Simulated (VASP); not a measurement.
GaN, 4 atoms in the cell. It takes space group P6_3mc (No. 186, hexagonal). Conventional cell: a = 3.183 Å, b = 3.183 Å, c = 5.184 Å, α = 90.00°, β = 90.00°, γ = 120.00°. Ga (site symmetry 3m) has 4 N at 1.95 Å within 2.6 Å. Within 2.6 Å of N (site symmetry 3m) lie 4 Ga at 1.95 Å. 

| Quantity | Value |
| --- | --- |
| Program | VASP 6.6.1 |
| Task | single point |
| Functional | PBE |
| Potentials or basis | VASP PAW PBE potentials, release 64 (Ga_d, N) |
| Cutoff | 520 eV |
| k mesh | 6 × 6 × 4 |
| Occupations | gaussian, width 0.01 eV |
| Spin | no spin polarisation |
| Dipole correction | no |
| Further INCAR settings | ALGO = Normal; EDIFF = 1e-06; NBANDS = 26 |

Potentials or basis: VASP PAW PBE potentials, release 64 (Ga_d, N).

Command:

```sh
$ cat potpaw_PBE.64/Ga_d/POTCAR potpaw_PBE.64/N/POTCAR > POTCAR
$ mpirun -np 1 vasp_std > vasp.out
```

Hardware: 1 thread of Intel(R) Xeon(R) 6975P-C (Granite Rapids), on a shared host.

Problem. Estimate the wall time of this run.

Solution. Wall time 25 s on 1 thread of Intel(R) Xeon(R) 6975P-C (Granite Rapids), with other jobs on the host, peak memory 0.16 GiB. Counts: scf iterations 14, k points 21.
